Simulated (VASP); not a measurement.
# Sr (R-3m) in VASP: further runs

Runs on Sr. Level: PBEsol. Tasks: single point.

Program: VASP 6.6.1. These are calculated values, not measurements. Logs are shortened: lines on timing, memory, paths and dates and some standing lists are left out, and cuts for length are marked.

## 1. The cell of the first run

It takes space group R-3m (No. 166, trigonal). The conventional cell has a = 4.408 Å, b = 4.408 Å, c = 10.041 Å, α = 90.00°, β = 90.00°, γ = 120.00°. Sr (site symmetry -3m) has 12 Sr at 4.20 to 4.41 Å within 5.5 Å.

## 2. Single point, PBEsol

Input file INCAR:

```
SYSTEM = Sr
ALGO     = Normal         ! electronic algorithm
EDIFF    = 1E-6           ! SCF threshold, eV
ENCUT    = 520            ! plane-wave cutoff, eV
GGA      = PS             ! functional
ISIF     = 2              ! what is computed and relaxed
ISMEAR   = 0              ! smearing method
LASPH    = .True.         ! aspherical terms in the spheres
LCHARG   = .True.         ! write CHGCAR
LELF     = .True.         ! ELF
LREAL    = .False.        ! projectors in reciprocal space
LVHAR    = .True.       
LWAVE    = .False.        ! write WAVECAR
NBANDS   = 11             ! bands
NELM     = 60             ! most SCF steps
PREC     = Accurate       ! precision mode
SIGMA    = 0.03           ! smearing width, eV
```

Input file KPOINTS:

```
k-points
0
Gamma
  10 10 10
  0 0 0
```

Input file POSCAR:

```
Sr
1.0
   -0.1454526506      2.9713898616      2.9713898616
    2.9713898616     -0.1454526506      2.9713898616
    2.9713898616      2.9713898616     -0.1454526506
Sr
1
Direct
    0.0000000000      0.0000000000      0.0000000000
```

Potentials or basis: VASP PAW PBE potentials, release 64 (Sr_sv).

The run is started by

```bash
> cat potpaw_PBE.64/Sr_sv/POTCAR > POTCAR
> mpirun -np 1 vasp_std > vasp.out
```

OUTCAR:

```text
SYSTEM = Sr
   EDIFF = 1E-6
   ENCUT = 520
   GGA = PS
   ISIF = 2
   ISMEAR = 0
   LASPH = .True.
   LREAL = .False.
   NELM = 60
   PREC = Accurate

 ion  position               nearest neighbor table
   1  0.000  0.000  0.000-

  LATTYP: Found a trigonal (rhomboedric) cell.
 ALAT       =     4.2046964091
 COS(alpha) =     0.4505091948

  Lattice vectors:

 A1 = (  -0.1454526506,   2.9713898616,   2.9713898616)
 A2 = (   2.9713898616,  -0.1454526506,   2.9713898616)
 A3 = (   2.9713898616,   2.9713898616,  -0.1454526506)

Analysis of symmetry for initial positions (statically):
=====================================================================
 Subroutine PRICEL returns:
 Original cell was already a primitive cell.

 Routine SETGRP: Setting up the symmetry group for a
 trigonal (rhombohedral) supercell.

 Subroutine GETGRP returns: Found 12 space group operations
 (whereof 12 operations were pure point group operations)
 out of a pool of 12 trial point group operations.

The static configuration has the point symmetry D_3d.

Analysis of symmetry for dynamics (positions and initial velocities):
=====================================================================
 Subroutine PRICEL returns:
 Original cell was already a primitive cell.

 Routine SETGRP: Setting up the symmetry group for a
 trigonal (rhombohedral) supercell.

 Subroutine GETGRP returns: Found 12 space group operations
 (whereof 12 operations were pure point group operations)
 out of a pool of 12 trial point group operations.

The dynamic configuration has the point symmetry D_3d.

 Subroutine INISYM returns: Found 12 space group operations
 (whereof 12 operations are pure point group operations),
 and found     1 'primitive' translations

----------------------------------------------------------------------------------------

                                     Primitive cell

  volume of cell :      56.3193

  direct lattice vectors                    reciprocal lattice vectors
    -0.145452651  2.971389862  2.971389862    -0.156393913  0.164443600  0.164443600
     2.971389862 -0.145452651  2.971389862     0.164443600 -0.156393913  0.164443600
     2.971389862  2.971389862 -0.145452651     0.164443600  0.164443600 -0.156393913

  length of vectors
     4.204696409  4.204696409  4.204696409     0.280254262  0.280254262  0.280254262

  position of ions in fractional coordinates (direct lattice)
     0.000000000  0.000000000  0.000000000
[... 81 lines left out ...]
   NFREE  =      0    steps in history (QN), initial steepest desc. (CG)
   ISIF   =      2    stress and relaxation
   ISYM   =      2    0-nonsym 1-usesym 2-fastsym
   POTIM  = 0.5000    time-step for ionic-motion
   TEBEG  =    0.0;   TEEND  =   0.0 temperature during run
   PSTRESS=    0.0 pullay stress
   NELECT =      10.0000    total number of electrons
   NUPDOWN=      -1.0000    fix difference up-down
   EMIN   =  10.00;   EMAX   =-10.00  energy-range for DOS
   EFERMI =   0.00;   METHOD = LEGACY
   ISMEAR =     0;   SIGMA  =   0.03  broadening in eV -4-tet -1-fermi 0-gaus
   EFERMI_NEDOS =   21; number of points for ismear=-14 and -15
   IALGO  =     38    algorithm
   IMIX   =      4    mixing-type and parameters
     AMIX     =   0.40;   BMIX     =  1.00
     AMIX_MAG =   1.60;   BMIX_MAG =  1.00
  volume/ion in A,a.u.               =      56.32       380.06
  Fermi-wavevector in a.u.,A,eV,Ry     =   0.920144  1.738819 11.519569  0.846664
  Thomas-Fermi vector in A             =   2.045416
   LORBIT       =      0    0 simple, 1 ext, 2 COOP (PROOUT), +10 PAW based schemes
   GGA     = PS    functional components
   LHFCALC =     F    Hartree Fock is set to
   AEXX    =    0.0000 exact exchange contribution
   IVDW    =     0    specifies the selected vdW correction
   LEPSILON=     F    determine dielectric tensor
   LRPA    =     F    only Hartree local field effects (RPA)
 non-spin polarized calculation
 Gauss-broadening in eV      SIGMA  =   0.03
  energy-cutoff  :      520.00
  volume of cell :       56.32
 maximum number of plane-waves:      1527
   NGX = 15   NGY = 15   NGZ = 15

 number of electron      10.0000000 magnetization

 Free energy of the ion-electron system (eV)
  ---------------------------------------------------
  ext. energy  EPLUGINS =         0.00000000
  ---------------------------------------------------
  free energy    TOTEN  =        -1.81518282 eV

  energy without entropy =       -1.81414641  energy(sigma->0) =       -1.81466461

 E-fermi :   1.4099     XC(G=0):  -7.3583

 val. band max:        1.3967115753   @ k =  -0.3000   0.5000   0.2000
 cond. band min:       1.4115236254   @ k =  -0.2000   0.5000   0.2000
 fundamental gap:      0.0148120502
 Fermi energy:         1.4099031713

 k-point     1 :       0.0000    0.0000    0.0000
  band No.  band energies     occupation
      1     -35.1821      2.00000
      2     -17.0866      2.00000
      3     -17.0866      2.00000
      4     -17.0825      2.00000
      5      -2.2053      2.00000
      6       3.4987      0.00000
      7       3.4987      0.00000
      8       4.1071      0.00000
      9       5.1909      0.00000
     10       5.1909      0.00000
     11       8.4102      0.00000
[... 309 lines left out ...]
 k-point    24 :       0.4000    0.3000    0.0000
  band No.  band energies     occupation
      1     -35.1682      2.00000
      2     -17.2324      2.00000
      3     -17.1471      2.00000
      4     -17.1259      2.00000
      5       0.0404      2.00000
      6       2.0141      0.00000
      7       2.7403      0.00000
      8       4.9812      0.00000
      9       4.9982      0.00000
     10       6.0640      0.00000
     11       7.5708      0.00000

 [... further k-points ...]

------------------------ aborting loop because EDIFF is reached ----------------------------------------

  FORCE on cell =-STRESS in cart. coord.  units (eV):
  Direction    XX          YY          ZZ          XY          YZ          ZX
  --------------------------------------------------------------------------------------
  -------------------------------------------------------------------------------------
  Total       -0.2838250     -0.2838250     -0.2838250      0.1656692      0.1656692      0.1656692
  in kB       -8.0742793     -8.0742793     -8.0742793      4.7129710      4.7129710      4.7129710
  external PRESSURE =      -8.0742793 kB  Pullay stress =       0.0000000 kB

 VOLUME and BASIS-vectors are now :
 -----------------------------------------------------------------------------
  energy-cutoff  :      520.00
  volume of cell :       56.32
      direct lattice vectors                 reciprocal lattice vectors
    -0.145452651  2.971389862  2.971389862    -0.156393913  0.164443600  0.164443600
     2.971389862 -0.145452651  2.971389862     0.164443600 -0.156393913  0.164443600
     2.971389862  2.971389862 -0.145452651     0.164443600  0.164443600 -0.156393913

 POSITION                                       TOTAL-FORCE (eV/Angst)
 -----------------------------------------------------------------------------------
      0.00000      0.00000      0.00000         0.000000     -0.000000      0.000000
 -----------------------------------------------------------------------------------
    total drift:                                0.000000      0.000000      0.000000

  FREE ENERGIE OF THE ION-ELECTRON SYSTEM (eV)
  ---------------------------------------------------
  free  energy   TOTEN  =        -1.8151828231 eV

  energy  without entropy=       -1.8141464057  energy(sigma->0) =       -1.81466461
```

stdout:

```text
POSCAR found type information on POSCAR Sr
 POSCAR found :  1 types and       1 ions
 scaLAPACK will be used
 -----------------------------------------------------------------------------
|                                                                             |
|                                                                             |
|     You enforced a specific xc type in the INCAR file but a different       |
|     I HOPE YOU KNOW WHAT YOU ARE DOING!                                     |
|                                                                             |
 -----------------------------------------------------------------------------

 LDA part: xc-table for (Slater+PW92), standard interpolation
 POSCAR, INCAR and KPOINTS ok, starting setup
 FFT: planning ... GRIDC
 FFT: planning ... GRID_SOFT
 FFT: planning ... GRID
 WAVECAR not read
 entering main loop
```

Wall time 50 s (1 thread of Intel Xeon Platinum 8488C (Sapphire Rapids), shared host); peak memory 0.22 GiB.

Results:

```yaml
Free_energy: -1.8152 eV
Pressure: -0.8 GPa
Band_gap_on_the_k_mesh: zero (band 5 reaches 1.57 eV, above the bottom of band 6 at 1.36 eV)
```

Levels at points of the mesh, in eV from the Fermi level:
| k point | band 2 | band 3 | band 4 | band 5 | band 6 | band 7 | band 8 | band 9 |
| --- | --- | --- | --- | --- | --- | --- | --- | --- |
| (0.00, 0.00, 0.00) | -18.50 | -18.50 | -18.49 | -3.62 | 2.09 | 2.09 | 2.70 | 3.78 |
| (0.50, 0.00, 0.00) | -18.67 | -18.52 | -18.51 | -1.19 | -0.03 | 1.92 | 2.52 | 4.54 |
| (0.50, 0.50, 0.00) | -18.68 | -18.57 | -18.55 | -0.61 | 0.35 | 1.02 | 4.69 | 4.81 |
| (0.50, 0.50, 0.50) | -18.71 | -18.53 | -18.53 | -0.91 | 0.34 | 2.01 | 2.01 | 4.88 |

Caveat: the PAW data sets were made with another functional, which shifts forces and pressure a little.

## 3. Single point, PBEsol

This run uses another cell than the first one, of the same volume but with other edges.

Input file INCAR:

```
SYSTEM = Sr
PREC     = Accurate       ! precision mode
ENCUT    = 520            ! plane-wave cutoff, eV
EDIFF    = 1E-7           ! SCF threshold, eV
ISMEAR   = 0              ! smearing method
SIGMA    = 0.03           ! smearing width, eV
LREAL    = .False.        ! projectors in reciprocal space
LASPH    = .True.         ! aspherical terms in the spheres
NELM     = 100            ! most SCF steps
ALGO     = Normal         ! electronic algorithm
ISIF     = 2              ! what is computed and relaxed
LWAVE    = .False.        ! write WAVECAR
LCHARG   = .True.         ! write CHGCAR
GGA      = PS             ! functional
LELF     = .True.         ! ELF
LVHAR    = .True.       
NBANDS   = 11             ! bands
```

Input file KPOINTS:

```
Automatic mesh
0
Gamma
  10 10 10
  0 0 0
```

Input file POSCAR:

```
Sr
1.0
    0.1581490732      3.1234441951      3.1234441951
    3.1234441951      0.1581490732      3.1234441951
    3.1234441951      3.1234441951      0.1581490732
Sr
1
Direct
    0.0000000000      0.0000000000      0.0000000000
```

Potentials or basis: VASP PAW PBE potentials, release 64 (Sr_sv).

The run is started by

```bash
> cat potpaw_PBE.64/Sr_sv/POTCAR > POTCAR
> mpirun -np 1 vasp_std > vasp.out
```

OUTCAR:

```text
SYSTEM = Sr
   PREC = Accurate
   ENCUT = 520
   EDIFF = 1E-7
   ISMEAR = 0
   LREAL = .False.
   LASPH = .True.
   NELM = 100
   ISIF = 2
   GGA = PS

 ion  position               nearest neighbor table
   1  0.000  0.000  0.000-

  LATTYP: Found a trigonal (rhomboedric) cell.
 ALAT       =     4.4200473311
 COS(alpha) =     0.5499279885

  Lattice vectors:

 A1 = (   0.1581490732,   3.1234441951,   3.1234441951)
 A2 = (   3.1234441951,   0.1581490732,   3.1234441951)
 A3 = (   3.1234441951,   3.1234441951,   0.1581490732)

Analysis of symmetry for initial positions (statically):
=====================================================================
 Subroutine PRICEL returns:
 Original cell was already a primitive cell.

 Routine SETGRP: Setting up the symmetry group for a
 trigonal (rhombohedral) supercell.

 Subroutine GETGRP returns: Found 12 space group operations
 (whereof 12 operations were pure point group operations)
 out of a pool of 12 trial point group operations.

The static configuration has the point symmetry D_3d.

Analysis of symmetry for dynamics (positions and initial velocities):
=====================================================================
 Subroutine PRICEL returns:
 Original cell was already a primitive cell.

 Routine SETGRP: Setting up the symmetry group for a
 trigonal (rhombohedral) supercell.

 Subroutine GETGRP returns: Found 12 space group operations
 (whereof 12 operations were pure point group operations)
 out of a pool of 12 trial point group operations.

The dynamic configuration has the point symmetry D_3d.

 Subroutine INISYM returns: Found 12 space group operations
 (whereof 12 operations are pure point group operations),
 and found     1 'primitive' translations

----------------------------------------------------------------------------------------

[... 114 lines left out ...]
   LORBIT       =      0    0 simple, 1 ext, 2 COOP (PROOUT), +10 PAW based schemes
   GGA     = PS    functional components
   LHFCALC =     F    Hartree Fock is set to
   AEXX    =    0.0000 exact exchange contribution
   IVDW    =     0    specifies the selected vdW correction
   LEPSILON=     F    determine dielectric tensor
   LRPA    =     F    only Hartree local field effects (RPA)
 non-spin polarized calculation
 Gauss-broadening in eV      SIGMA  =   0.03
  energy-cutoff  :      520.00
  volume of cell :       56.32
 maximum number of plane-waves:      1537
 NGX is ok and might be reduce to    36

 number of electron      10.0000000 magnetization

 Free energy of the ion-electron system (eV)
  ---------------------------------------------------
  ext. energy  EPLUGINS =         0.00000000
  ---------------------------------------------------
  free energy    TOTEN  =        -1.81644136 eV

  energy without entropy =       -1.81603216  energy(sigma->0) =       -1.81623676

 E-fermi :   1.4233     XC(G=0):  -7.3576

 val. band max:        1.4096176978   @ k =   0.5000   0.4000   0.4000
 cond. band min:       1.4492994076   @ k =   0.5000   0.5000   0.3000
 fundamental gap:      0.0396817098
 Fermi energy:         1.4232923572

 k-point     1 :       0.0000    0.0000    0.0000
  band No.  band energies     occupation
      1     -35.1806      2.00000
      2     -17.0872      2.00000
      3     -17.0817      2.00000
      4     -17.0817      2.00000
      5      -2.2059      2.00000
      6       3.3186      0.00000
      7       3.8810      0.00000
      8       3.8810      0.00000
      9       5.2032      0.00000
     10       5.2032      0.00000
     11       8.3360      0.00000
[... 309 lines left out ...]
 k-point    24 :       0.4000    0.3000   -0.0000
  band No.  band energies     occupation
      1     -35.1663      2.00000
      2     -17.2333      2.00000
      3     -17.1404      2.00000
      4     -17.1320      2.00000
      5       0.0532      2.00000
      6       2.0553      0.00000
      7       2.7374      0.00000
      8       4.6499      0.00000
      9       5.3286      0.00000
     10       6.0424      0.00000
     11       7.6708      0.00000

 [... further k-points ...]

------------------------ aborting loop because EDIFF is reached ----------------------------------------

  FORCE on cell =-STRESS in cart. coord.  units (eV):
  Direction    XX          YY          ZZ          XY          YZ          ZX
  --------------------------------------------------------------------------------------
  -------------------------------------------------------------------------------------
  Total       -0.2862835     -0.2862835     -0.2862835     -0.1462356     -0.1462356     -0.1462356
  in kB       -8.1442178     -8.1442178     -8.1442178     -4.1601220     -4.1601220     -4.1601220
  external PRESSURE =      -8.1442178 kB  Pullay stress =       0.0000000 kB

 VOLUME and BASIS-vectors are now :
 -----------------------------------------------------------------------------
  energy-cutoff  :      520.00
  volume of cell :       56.32
      direct lattice vectors                 reciprocal lattice vectors
     0.158149073  3.123444195  3.123444195    -0.172780670  0.164453891  0.164453891
     3.123444195  0.158149073  3.123444195     0.164453891 -0.172780670  0.164453891
     3.123444195  3.123444195  0.158149073     0.164453891  0.164453891 -0.172780670

 POSITION                                       TOTAL-FORCE (eV/Angst)
 -----------------------------------------------------------------------------------
      0.00000      0.00000      0.00000        -0.000000      0.000000     -0.000000
 -----------------------------------------------------------------------------------
    total drift:                               -0.000000     -0.000000      0.000000

  FREE ENERGIE OF THE ION-ELECTRON SYSTEM (eV)
  ---------------------------------------------------
  free  energy   TOTEN  =        -1.8164413606 eV

  energy  without entropy=       -1.8160321577  energy(sigma->0) =       -1.81623676
```

stdout:

```text
POSCAR found type information on POSCAR Sr
 POSCAR found :  1 types and       1 ions
 scaLAPACK will be used
 -----------------------------------------------------------------------------
|                                                                             |
|                                                                             |
|     You enforced a specific xc type in the INCAR file but a different       |
|     I HOPE YOU KNOW WHAT YOU ARE DOING!                                     |
|                                                                             |
 -----------------------------------------------------------------------------

 LDA part: xc-table for (Slater+PW92), standard interpolation
 POSCAR, INCAR and KPOINTS ok, starting setup
 FFT: planning ... GRIDC
 FFT: planning ... GRID_SOFT
 FFT: planning ... GRID
 WAVECAR not read
 entering main loop
```

Run time: 91 s. Hardware: 1 thread of Intel Xeon Platinum 8488C (Sapphire Rapids), shared host; peak memory 0.24 GiB.

Results:

```
Free energy            : -1.8164 eV
Pressure               : -0.8 GPa
Band gap on the k mesh : zero (band 5 reaches 1.53 eV, above the bottom of band 6 at 1.21 eV)
```

Stress tensor (GPa, compression positive):
```
-0.81 -0.42 -0.42
-0.42 -0.81 -0.42
-0.42 -0.42 -0.81
```

Caveat: the PAW data sets were made with another functional, which shifts forces and pressure a little.
